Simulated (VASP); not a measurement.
Runs of VASP 6.6.1 on Sb. The structure is that of space group R-3m (No. 166), or close to it. The cells are those of the table. 

```csv
task,level,potentials or basis,cell,cutoff (eV),second run,gap on the mesh (eV),pressure (GPa),largest force (eV/Å)
single point,LDA,"VASP PAW LDA potentials, release 64 (Sb)","a = 4.418 Å, angles 58.2°, 2 atoms",520,-,none,0.3,(b)
single point,PBE,"VASP PAW PBE potentials, release 64 (Sb)","a = 4.418 Å, angles 58.2°, 2 atoms",520,-,none,4.2,0.17
single point,LDA,"VASP PAW LDA potentials, release 64 (Sb_d_GW)","a = 4.418 Å, angles 58.2°, 2 atoms",500,valence_matched,none,0.0,(a)
single point,PBE,"VASP PAW PBE potentials, release 64 (Sb_d_GW)","a = 4.418 Å, angles 58.2°, 2 atoms",500,valence_matched,none,4.1,0.13
relaxation of cell and atoms,LDA,"VASP PAW LDA potentials, release 64 (Sb)","relaxed from a = 4.446 Å, angles 58.2°, 2 atoms",600,-,none,0.0,-
```

Alike in all rows: no spin polarisation; k mesh 12 × 12 × 12; smearing gaussian 0.1 eV.

Task: Fill in the values left out.

Result: (a) 0.02; (b) 0.07.

Caveats: spin-orbit coupling is left out, which moves the levels of the heavy elements.

A k mesh can miss the band edges, and the runs leave out spin-orbit coupling on Sb.

A gap of «none» marks levels without a gap at the run's occupations.

The runs don't all hold the same shells in valence.
